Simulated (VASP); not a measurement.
The system is AlN.

```
Al N
1.0
     3.10669    0.00000    0.00000
    -1.55335    2.69048    0.00000
     0.00000    0.00000    4.97859
Al N
2 2
Direct
  0.33333 0.66667 0.99670
  0.66667 0.33333 0.49670
  0.33333 0.66667 0.37830
  0.66667 0.33333 0.87830
```

Base run:

| Item | Value |
| --- | --- |
| Program | VASP 6.6.1 |
| Functional | PBE |
| Potentials or basis | VASP PAW PBE potentials, release 64 (Al, N) |
| Cutoff | 520 eV |
| k mesh | 9 × 9 × 4 |
| Occupations | gaussian, width 0.01 eV |
| Spin | no spin polarisation |

Its results: band gap on the k mesh 4.24 eV, direct; pressure 4.4 GPa.

**Question.** The run is repeated on the same cell with these changes: functional from PBE to r2SCAN. What comes out?

**Answer.** Band gap on the k mesh 4.92 eV, direct; pressure -0.4 GPa.

r2SCAN gives the wider gap, since meta-GGAs in the generalised Kohn-Sham scheme recover part of the derivative discontinuity.

Caveats: the PAW data sets were made with another functional, which shifts forces and pressure a little (some runs).

